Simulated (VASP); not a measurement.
Write the native input for VASP 6.6.1 that does the following.

```yaml
Task: single point
Functional: PBEsol
Potentials_or_basis: VASP PAW PBE potentials, release 64 (Ta_pv)
Cutoff: 520 eV
k_mesh: 18 × 18 × 10
Occupations: gaussian, width 0.15 eV
Spin: no spin polarisation
Dipole_correction: no
Further_INCAR_settings: ALGO = Fast; EDIFF = 1e-06; NBANDS = 18
```

The structure of Ta lies in POSCAR:

```
Ta
1.0
    2.9003720726      0.0000000000      0.0000000000
   -1.4501860363      2.5117958953      0.0000000000
    0.0000000000      0.0000000000      5.1662740000
Ta
2
Direct
    0.5770893246      0.1541786493      0.7064483030
    0.3333333333      0.6666666667      0.2500000000
```

This cell differs from its parent crystal: atom 1 (Ta) moved by (-0.450, -0.225) A along y and z.

These files were run (other wordings do the same):

INCAR

```
SYSTEM = Ta
PREC = Accurate
ENCUT = 520
EDIFF = 1E-6
ISMEAR = 0
SIGMA = 0.15
LREAL = .FALSE.
LASPH = .TRUE.
NELM = 60
ALGO = Fast
ISIF = 2
LWAVE = .FALSE.
LCHARG = .TRUE.
GGA = PS
LELF = .TRUE.
LVHAR = .TRUE.
NBANDS = 18
```

KPOINTS

```
regular mesh
0
G
  18 18 10
  0 0 0
```

Potentials or basis: VASP PAW PBE potentials, release 64 (Ta_pv).

Run with:

```console
$ cat potpaw_PBE.64/Ta_pv/POTCAR > POTCAR
$ mpirun -np 1 vasp_std > vasp.out
```

It gave:

```yaml
Pressure: -2.5 GPa
Largest_force: 2.300 eV/Å
Band_gap_on_the_k_mesh: zero (bands 11 and 12 overlap by 2.66 eV)
```

Caveat: the cell differs from its parent crystal (atom 1 (Ta) moved by (-0.450, -0.225) A along y and z); the stress differs along the axes, from -9 to 4 GPa; the PAW data sets were made with another functional, which shifts forces and pressure a little; spin-orbit coupling is left out, which moves the levels of the heavy elements.

It took 16 min on 1 thread of Intel Xeon 8259CL, on a shared host, peak memory 0.56 GiB.
